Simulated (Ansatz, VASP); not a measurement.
**Two plane-wave programs on Nb2BiN**

```
Nb Bi N
1.0
     1.68339    0.97191    6.70679
    -1.68339    0.97191    6.70679
     0.00000   -1.94381    6.70679
Nb Bi N
2 1 1
Direct
  0.71525 0.71525 0.71525
  0.28475 0.28475 0.28475
  0.50000 0.50000 0.50000
  0.00000 0.00000 0.00000
```

Alike in both runs: functional PBEsol; k mesh 15 × 15 × 15; occupations fermi-dirac, width 0.15 eV; no spin polarisation.

Ansatz relaxed the structure, and its values are those at the end. VASP's run is a single point on that final structure, the one shown.

|  | VASP | Ansatz |
| --- | --- | --- |
| version | VASP 6.6.1 | Ansatz 0.2.0 |
| potentials or method | VASP PAW PBE potentials, release 64 (Nb_sv, Bi_d, N), cutoff 520 eV | scalar-relativistic, plane waves, PAW |
| valence electrons in the cell | 46 | 46 |

```tsv
	VASP	Ansatz	Ansatz less VASP
gap on the k mesh at the Fermi level (eV)	none	none	-
pressure (GPa)	-0.2	0.0	+0.23
rms of the force components (eV/Å)	0.004	0.000	-0.0037
```

VASP's potentials were made for PBE, not for PBEsol. A gap of «none» marks a metal or a gap that the smearing closes.

Spin-orbit coupling is off throughout.
